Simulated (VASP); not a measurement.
# Mg3Zr (Pm-3m) in VASP: notebook

Runs on Mg3Zr. Level: LDA. Tasks: single point.

Program: VASP 6.6.1. These are calculated values, not measurements. Logs are shortened: lines on timing, memory, paths and dates and some standing lists are left out, and cuts for length are marked.

### Step 1. The cell of the first run

It takes space group Pm-3m (No. 221, cubic). The conventional cell has a = 4.402 Å, b = 4.402 Å, c = 4.402 Å, α = 90.00°, β = 90.00°, γ = 90.00°. Within 4.1 Å of Mg (site symmetry 4/mmm) lie 8 Mg at 3.11 Å and 4 Zr at 3.11 Å. Zr (site symmetry m-3m) has 12 Mg at 3.11 Å within 4.1 Å.

### Step 2. Single point, LDA

INCAR reads:

```
SYSTEM = Mg3Zr
  PREC = Accurate
  ENCUT = 520
  EDIFF = 1E-6
  ISMEAR = -1
  SIGMA = 0.15
  LREAL = .FALSE.
  LASPH = .TRUE.
  NELM = 100
  ALGO = Normal
  ISIF = 2
  LWAVE = .FALSE.
  LCHARG = .TRUE.
  GGA = CA
  LELF = .TRUE.
  LVHAR = .TRUE.
  NBANDS = 17
```

KPOINTS reads:

```
regular mesh
0
G
  5 5 5
  0 0 0
```

POSCAR reads:

```
Mg3Zr
1.0
    4.4023624502      0.0000000000      0.0000000000
    0.0000000000      4.4023624502      0.0000000000
    0.0000000000      0.0000000000      4.4023624502
Mg Zr
3 1
Direct
    0.5000000000      0.5000000000      0.0000000000
    0.5000000000      0.0000000000      0.5000000000
    0.0000000000      0.5000000000      0.5000000000
    0.0000000000      0.0000000000      0.0000000000
```

Potentials or basis: VASP PAW LDA potentials, release 64 (Mg, Zr_sv).

Command:

```console
cat potpaw_LDA.64/Mg/POTCAR potpaw_LDA.64/Zr_sv/POTCAR > POTCAR
mpirun -np 1 vasp_std > vasp.out
```

OUTCAR:

```text
SYSTEM = Mg3Zr
   PREC = Accurate
   ENCUT = 520
   EDIFF = 1E-6
   ISMEAR = -1
   LREAL = .FALSE.
   LASPH = .TRUE.
   NELM = 100
   ISIF = 2
   GGA = CA

 ion  position               nearest neighbor table
   1  0.500  0.500  0.000-   2 3.11   3 3.11   4 3.11   2 3.11   3 3.11   2 3.11   4 3.11   2 3.11
                             3 3.11   4 3.11   3 3.11   4 3.11
   2  0.500  0.000  0.500-   1 3.11   3 3.11   4 3.11   1 3.11   4 3.11   1 3.11   3 3.11   1 3.11
                             3 3.11   4 3.11   4 3.11   3 3.11
   3  0.000  0.500  0.500-   1 3.11   2 3.11   4 3.11   1 3.11   4 3.11   2 3.11   4 3.11   4 3.11
                             1 3.11   2 3.11   1 3.11   2 3.11
   4  0.000  0.000  0.000-   1 3.11   2 3.11   3 3.11   2 3.11   3 3.11   1 3.11   3 3.11   3 3.11
                             1 3.11   2 3.11   2 3.11   1 3.11

  LATTYP: Found a simple cubic cell.
 ALAT       =     4.4023624502

  Lattice vectors:

 A1 = (   4.4023624502,   0.0000000000,   0.0000000000)
 A2 = (   0.0000000000,   4.4023624502,   0.0000000000)
 A3 = (   0.0000000000,   0.0000000000,   4.4023624502)

Analysis of symmetry for initial positions (statically):
=====================================================================
 Subroutine PRICEL returns:
 Original cell was already a primitive cell.

 Routine SETGRP: Setting up the symmetry group for a
 simple cubic supercell.

 Subroutine GETGRP returns: Found 48 space group operations
 (whereof 48 operations were pure point group operations)
 out of a pool of 48 trial point group operations.

The static configuration has the point symmetry O_h .

Analysis of symmetry for dynamics (positions and initial velocities):
=====================================================================
 Subroutine PRICEL returns:
 Original cell was already a primitive cell.

 Routine SETGRP: Setting up the symmetry group for a
 simple cubic supercell.

 Subroutine GETGRP returns: Found 48 space group operations
 (whereof 48 operations were pure point group operations)
 out of a pool of 48 trial point group operations.

The dynamic configuration has the point symmetry O_h .

 Subroutine INISYM returns: Found 48 space group operations
 (whereof 48 operations are pure point group operations),
 and found     1 'primitive' translations

----------------------------------------------------------------------------------------

                                     Primitive cell

  volume of cell :      85.3213

  direct lattice vectors                    reciprocal lattice vectors
     4.402362450  0.000000000  0.000000000     0.227150765  0.000000000  0.000000000
     0.000000000  4.402362450  0.000000000     0.000000000  0.227150765  0.000000000
     0.000000000  0.000000000  4.402362450     0.000000000  0.000000000  0.227150765

  length of vectors
     4.402362450  4.402362450  4.402362450     0.227150765  0.227150765  0.227150765

  position of ions in fractional coordinates (direct lattice)
     0.500000000  0.500000000  0.000000000
     0.500000000  0.000000000  0.500000000
     0.000000000  0.500000000  0.500000000
     0.000000000  0.000000000  0.000000000

  ion indices of the primitive-cell ions
   primitive index   ion index
                 1           1
                 2           2
                 3           3
                 4           4

----------------------------------------------------------------------------------------

 KPOINTS: regular mesh

Automatic generation of k-mesh.
 Grid dimensions read from file:
 generate k-points for:    5    5    5

 Generating k-lattice:

  Cartesian coordinates                     Fractional coordinates (reciprocal lattice)
     0.045430153  0.000000000  0.000000000     0.200000000  0.000000000  0.000000000
     0.000000000  0.045430153  0.000000000     0.000000000  0.200000000  0.000000000
     0.000000000  0.000000000  0.045430153     0.000000000  0.000000000  0.200000000

  Length of vectors
     0.045430153  0.045430153  0.045430153

  Shift w.r.t. Gamma in fractional coordinates (k-lattice)
     0.000000000  0.000000000  0.000000000

 Subroutine IBZKPT returns following result:
 ===========================================

 Found     10 irreducible k-points:

 Following reciprocal coordinates:
            Coordinates               Weight
  0.000000  0.000000  0.000000      1.000000
  0.200000  0.000000  0.000000      6.000000
  0.400000  0.000000  0.000000      6.000000
  0.200000  0.200000  0.000000     12.000000
  0.400000  0.200000  0.000000     24.000000
  0.400000  0.400000  0.000000     12.000000
  0.200000  0.200000  0.200000      8.000000
  0.400000  0.200000  0.200000     24.000000
  0.400000  0.400000  0.200000     24.000000
  0.400000  0.400000  0.400000      8.000000
   k-points           NKPTS =     10   k-points in BZ     NKDIM =     10   number of bands    NBANDS=     17
   number of dos      NEDOS =    301   number of ions     NIONS =      4
   total plane-waves  NPLWV =  46656
   dimension x,y,z NGX =    36 NGY =   36 NGZ =   36
   dimension x,y,z NGXF=    72 NGYF=   72 NGZF=   72
   ions per type =               3   1
   NGX,Y,Z   is equivalent  to a cutoff of  13.59, 13.59, 13.59 a.u.
   NGXF,Y,Z  is equivalent  to a cutoff of  27.19, 27.19, 27.19 a.u.
 SYSTEM =  Mg3Zr
   PREC   = accura    normal or accurate (medium, high low for compatibility)
   ISTART =      0    job   : 0-new  1-cont  2-samecut
   ICHARG =      2    charge: 1-file 2-atom 10-const
   ISPIN  =      1    spin polarized calculation?
   LNONCOLLINEAR =      F non collinear calculations
   LSORBIT =      F    spin-orbit coupling
   LASPH  =      T    aspherical Exc in radial PAW
   ENCUT  =  520.0 eV  38.22 Ry    6.18 a.u.   8.19  8.19  8.19*2*pi/ulx,y,z
   NELM   =    100;   NELMIN=  2; NELMDL= -5     # of ELM steps
   EDIFF  = 0.1E-05   stopping-criterion for ELM
   LREAL  =      F    real-space projection
   EDIFFG = 0.1E-04   stopping-criterion for IOM
   NSW    =      0    number of steps for IOM
   IBRION =     -1    ionic relax: 0-MD 1-quasi-New 2-CG
   NFREE  =      0    steps in history (QN), initial steepest desc. (CG)
   ISIF   =      2    stress and relaxation
   ISYM   =      2    0-nonsym 1-usesym 2-fastsym
   POTIM  = 0.5000    time-step for ionic-motion
   TEBEG  =    0.0;   TEEND  =   0.0 temperature during run
   PSTRESS=    0.0 pullay stress
   NELECT =      18.0000    total number of electrons
   NUPDOWN=      -1.0000    fix difference up-down
   EMIN   =  10.00;   EMAX   =-10.00  energy-range for DOS
   EFERMI =   0.00;   METHOD = LEGACY
   ISMEAR =    -1;   SIGMA  =   0.15  broadening in eV -4-tet -1-fermi 0-gaus
   EFERMI_NEDOS =   21; number of points for ismear=-14 and -15
   IALGO  =     38    algorithm
   IMIX   =      4    mixing-type and parameters
     AMIX     =   0.40;   BMIX     =  1.00
     AMIX_MAG =   1.60;   BMIX_MAG =  1.00
  volume/ion in A,a.u.               =      21.33       143.94
  Fermi-wavevector in a.u.,A,eV,Ry     =   0.974570  1.841671 12.922642  0.949787
  Thomas-Fermi vector in A             =   2.105041
   LORBIT       =      0    0 simple, 1 ext, 2 COOP (PROOUT), +10 PAW based schemes
   GGA     = CA    functional components
   LHFCALC =     F    Hartree Fock is set to
   AEXX    =    0.0000 exact exchange contribution
   IVDW    =     0    specifies the selected vdW correction
   LEPSILON=     F    determine dielectric tensor
   LRPA    =     F    only Hartree local field effects (RPA)
 non-spin polarized calculation
  energy-cutoff  :      520.00
  volume of cell :       85.32
 maximum number of plane-waves:      2325
 NGX is ok and might be reduce to    36
   NGX = 17   NGY = 17   NGZ = 17

 number of electron      18.0000000 magnetization

 Free energy of the ion-electron system (eV)
  ---------------------------------------------------
  ext. energy  EPLUGINS =         0.00000000
  ---------------------------------------------------
  free energy    TOTEN  =       -14.81488073 eV

  energy without entropy =      -14.54684742  energy(sigma->0) =      -14.68086408

 E-fermi :   4.1391     XC(G=0):  -9.6599

 val. band max:        4.0692538153   @ k =   0.4000   0.4000   0.2000
 cond. band min:       4.2147089760   @ k =   0.4000   0.2000   0.2000
 fundamental gap:      0.1454551608
 Fermi energy:         4.1390665461

 k-point     1 :       0.0000    0.0000    0.0000
  band No.  band energies     occupation
      1     -44.4128      2.00000
      2     -22.5883      2.00000
      3     -22.5883      2.00000
      4     -22.5883      2.00000
      5      -2.3652      2.00000
      6       2.9107      1.99944
[... 9 lines left out ...]
     16      10.7399      0.00000
     17      11.3499      0.00000

 k-point     2 :       0.2000    0.0000    0.0000
  band No.  band energies     occupation
      1     -44.4125      2.00000
      2     -22.5960      2.00000
      3     -22.5878      2.00000
      4     -22.5878      2.00000
      5      -2.0252      2.00000
      6       2.1534      2.00000
[... 9 lines left out ...]
     16      10.9904      0.00000
     17      10.9905      0.00000

 k-point     3 :       0.4000    0.0000    0.0000
  band No.  band energies     occupation
      1     -44.4122      2.00000
      2     -22.6084      2.00000
      3     -22.5871      2.00000
      4     -22.5871      2.00000
      5      -1.0464      2.00000
      6       0.4522      2.00000
[... 9 lines left out ...]
     16       9.6712      0.00000
     17       9.6712      0.00000

 k-point     4 :       0.2000    0.2000    0.0000
  band No.  band energies     occupation
      1     -44.4123      2.00000
      2     -22.5957      2.00000
      3     -22.5951      2.00000
      4     -22.5874      2.00000
      5      -1.6934      2.00000
      6       2.3605      1.99999
[... 9 lines left out ...]
     16      10.5347      0.00000
     17      10.8272      0.00000
[... 63 lines left out ...]
      1     -44.4117      2.00000
      2     -22.6067      2.00000
      3     -22.5940      2.00000
      4     -22.5935      2.00000
      5      -0.4537      2.00000
      6       0.9921      2.00000
[... 9 lines left out ...]
     16       9.5189      0.00000
     17      10.9797      0.00000

 k-point     9 :       0.4000    0.4000    0.2000
  band No.  band energies     occupation
      1     -44.4114      2.00000
      2     -22.6054      2.00000
      3     -22.6051      2.00000
      4     -22.5927      2.00000
      5       0.3192      2.00000
      6       1.5806      2.00000
[... 9 lines left out ...]
     16       9.3897      0.00000
     17       9.8278      0.00000

 k-point    10 :       0.4000    0.4000    0.4000
  band No.  band energies     occupation
      1     -44.4111      2.00000
      2     -22.6041      2.00000
      3     -22.6038      2.00000
      4     -22.6038      2.00000
      5       1.0219      2.00000
      6       2.0203      2.00000
[... 9 lines left out ...]
     16       8.9079      0.00000
     17       9.1546      0.00000

------------------------ aborting loop because EDIFF is reached ----------------------------------------

  FORCE on cell =-STRESS in cart. coord.  units (eV):
  Direction    XX          YY          ZZ          XY          YZ          ZX
  --------------------------------------------------------------------------------------
  -------------------------------------------------------------------------------------
  Total       -0.8293796     -0.8293796     -0.8293796      0.0000000      0.0000000      0.0000000
  in kB      -15.5742289    -15.5742289    -15.5742289      0.0000000      0.0000000      0.0000000
  external PRESSURE =     -15.5742289 kB  Pullay stress =       0.0000000 kB

 VOLUME and BASIS-vectors are now :
 -----------------------------------------------------------------------------
  energy-cutoff  :      520.00
  volume of cell :       85.32
      direct lattice vectors                 reciprocal lattice vectors
     4.402362450  0.000000000  0.000000000     0.227150765  0.000000000  0.000000000
     0.000000000  4.402362450  0.000000000     0.000000000  0.227150765  0.000000000
     0.000000000  0.000000000  4.402362450     0.000000000  0.000000000  0.227150765

 POSITION                                       TOTAL-FORCE (eV/Angst)
 -----------------------------------------------------------------------------------
      2.20118      2.20118      0.00000         0.000000      0.000000      0.000000
      2.20118      0.00000      2.20118         0.000000      0.000000      0.000000
      0.00000      2.20118      2.20118         0.000000      0.000000      0.000000
      0.00000      0.00000      0.00000         0.000000      0.000000      0.000000
 -----------------------------------------------------------------------------------
    total drift:                                0.000000     -0.000000     -0.000000

  FREE ENERGIE OF THE ION-ELECTRON SYSTEM (eV)
  ---------------------------------------------------
  free  energy   TOTEN  =       -14.8148807321 eV

  energy  without entropy=      -14.5468474242  energy(sigma->0) =      -14.68086408
```

Wall time 13 s (1 thread of Intel Xeon 6975P-C, shared host); peak memory 0.17 GiB.

Results:

| Item | Value |
| --- | --- |
| Free energy | -14.8149 eV |
| Pressure | -1.6 GPa |
| Band gap on the k mesh | zero (band 9 reaches 4.97 eV, above the bottom of band 10 at 3.67 eV) |

Levels at points of the mesh, in eV from the Fermi level:
```
           k point  band 4  band 5  band 6  band 7  band 8  band 9  band 10  band 11  band 12  band 13
(0.00, 0.00, 0.00)  -26.73   -6.50   -1.23   -1.23    0.83    0.83     0.83     1.09     1.09     1.09
```

### Step 3. Single point, LDA

This run uses another cell than the first one, of 21.91 Å³/atom, 1.027 times its volume.

INCAR reads:

```
SYSTEM = Mg3Zr
PREC = Accurate
ENCUT = 520
EDIFF = 1E-6
ISMEAR = -1
SIGMA = 0.15
LREAL = .False.
LASPH = .True.
NELM = 60
ALGO = Normal
ISIF = 2
LWAVE = .False.
LCHARG = .False.
GGA = CA
NBANDS = 17
```

KPOINTS reads:

```
Automatic mesh
0
Gamma
  5 5 5
  0 0 0
```

POSCAR reads:

```
Mg3Zr
1.0
    4.4422050000      0.0000000000      0.0000000000
    0.0000000000      4.4422050000      0.0000000000
    0.0000000000      0.0000000000      4.4422050000
Mg Zr
3 1
Direct
    0.5000000000      0.5000000000      0.0000000000
    0.5000000000      0.0000000000      0.5000000000
    0.0000000000      0.5000000000      0.5000000000
    0.0000000000      0.0000000000      0.0000000000
```

Potentials or basis: VASP PAW LDA potentials, release 64 (Mg, Zr_sv).

Command:

```console
cat potpaw_LDA.64/Mg/POTCAR potpaw_LDA.64/Zr_sv/POTCAR > POTCAR
mpirun -np 1 vasp_std > vasp.out
```

Run time: 14 s. Hardware: 1 thread of Intel Xeon 6975P-C, shared host; peak memory 0.17 GiB.

Results (log left out):

```yaml
Free_energy: -14.7819 eV
Pressure: -3.0 GPa
Band_gap_on_the_k_mesh: zero (band 9 reaches 4.76 eV, above the bottom of band 10 at 3.49 eV)
```

Levels at points of the mesh, in eV from the Fermi level:
```csv
k point,band 5,band 6,band 7,band 8,band 9,band 10,band 11,band 12
"(0.00, 0.00, 0.00)",-6.42,-1.20,-1.20,0.80,0.80,0.80,1.07,1.07
```

### Step 4. Single point, LDA

This run uses another cell than the first one, of 22.50 Å³/atom, 1.055 times its volume.

INCAR reads:

```
SYSTEM = Mg3Zr
  ALGO = Normal
  EDIFF = 1E-6
  ENCUT = 520
  GGA = CA
  ISIF = 2
  ISMEAR = -1
  LASPH = .TRUE.
  LCHARG = .FALSE.
  LREAL = .FALSE.
  LWAVE = .FALSE.
  NBANDS = 17
  NELM = 80
  PREC = Accurate
  SIGMA = 0.15
```

KPOINTS reads:

```
k-points
0
G
  5 5 5
  0 0 0
```

POSCAR reads:

```
Mg3Zr
1.0
    4.4813453868      0.0000000000      0.0000000000
    0.0000000000      4.4813453868      0.0000000000
    0.0000000000      0.0000000000      4.4813453868
Mg Zr
3 1
Direct
    0.5000000000      0.5000000000      0.0000000000
    0.5000000000      0.0000000000      0.5000000000
    0.0000000000      0.5000000000      0.5000000000
    0.0000000000      0.0000000000      0.0000000000
```

Command:

```console
cat potpaw_LDA.64/Mg/POTCAR potpaw_LDA.64/Zr_sv/POTCAR > POTCAR
mpirun -np 1 vasp_std > vasp.out
```

It took 15 s on 1 thread of Intel Xeon 6975P-C, shared host; peak memory 0.18 GiB.

It converged, with:

```
Free energy            : -14.7296 eV
Pressure               : -4.2 GPa
Band gap on the k mesh : zero (band 9 reaches 4.57 eV, above the bottom of band 10 at 3.32 eV)
```

Levels at points of the mesh, in eV from the Fermi level:
```tsv
k point	band 5	band 6	band 7	band 8	band 9	band 10	band 11	band 12
(0.00, 0.00, 0.00)	-6.33	-1.16	-1.16	0.77	0.77	0.77	1.04	1.04
```

(Continued in part 2 of 2.)
